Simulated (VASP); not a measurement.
A run of VASP 6.6.1 is set up as follows.

INCAR

```
SYSTEM = ZnS
PREC     = Accurate       ! precision mode
ENCUT    = 520            ! plane-wave cutoff, eV
EDIFF    = 1E-7           ! SCF threshold, eV
ISMEAR   = 0              ! smearing method
SIGMA    = 0.05           ! smearing width, eV
LREAL    = .FALSE.        ! projectors in reciprocal space
LASPH    = .TRUE.         ! aspherical terms in the spheres
NELM     = 80             ! most SCF steps
ALGO     = Normal         ! electronic algorithm
ISIF     = 2              ! what is computed and relaxed
LWAVE    = .FALSE.        ! write WAVECAR
LCHARG   = .FALSE.        ! write CHGCAR
GGA      = PS             ! functional
NBANDS   = 26             ! bands
```

KPOINTS

```
regular mesh
0
G
  10 10 6
  0 0 0
```

The input POSCAR:

```
ZnS
1.0
    3.7562414867      0.0000000000      0.0000000000
   -1.8781207434      3.2530005502      0.0000000000
    0.0000000000      0.0000000000      6.1679741114
Zn S
2 2
Direct
    0.3333333333      0.6666666667      0.0054595352
    0.6666666667      0.3333333333      0.5054595352
    0.3333333333      0.6666666667      0.3795404648
    0.6666666667      0.3333333333      0.8795404648
```

Potentials or basis: VASP PAW PBE potentials, release 64 (Zn, S).

The run is started by

```bash
$ cat potpaw_PBE.64/Zn/POTCAR potpaw_PBE.64/S/POTCAR > POTCAR
$ mpirun -np 1 vasp_std > vasp.out
```

(1) Estimate the pressure.

(2) Predict the band gap on the k mesh.

Results:

(1) 1.9 GPa.

(2) 2.25 eV.

Caveat: the PAW data sets were made with another functional, which shifts forces and pressure a little.
